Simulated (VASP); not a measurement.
A run of VASP 6.6.1 is set up as follows.

Contents of INCAR:

```
PREC     = Accurate       # precision mode
ENCUT    = 600            # plane-wave cutoff, eV
EDIFF    = 1E-6           # SCF threshold, eV
ISMEAR   = 0              # smearing method
SIGMA    = 0.01           # smearing width, eV
LREAL    = False          # projectors in reciprocal space
LASPH    = True           # aspherical terms in the spheres
NELM     = 120            # most SCF steps
ALGO     = Normal         # electronic algorithm
ISIF     = 2              # what is computed and relaxed
LWAVE    = False          # write WAVECAR
LCHARG   = False          # write CHGCAR
GGA      = PE             # functional
NBANDS   = 11             # bands
GGA_COMPAT= False
```

The input KPOINTS:

```
Automatic mesh
0
Gamma
  12 12 12
```

The input POSCAR:

```
MgO
1.0
    2.1276347480      0.0000000000      0.0000000000
    0.0000000000      2.1276347480      0.0000000000
    0.0000000000      0.0000000000      2.1276347480
Mg O
1 1
Direct
    0.0000000000      0.0000000000      0.0000000000
    0.5000000000      0.5000000000      0.5000000000
```

Potentials or basis: VASP PAW PBE potentials, release 64 (Mg, O).

Command:

```console
$ cat potpaw_PBE.64/Mg/POTCAR potpaw_PBE.64/O/POTCAR > POTCAR
$ mpirun -np 1 vasp_std > vasp.out
```

(1) Predict the band gap on the k mesh.

(2) Estimate the pressure.

Answers

(1) 7.35 eV, direct.

(2) 369.0 GPa.
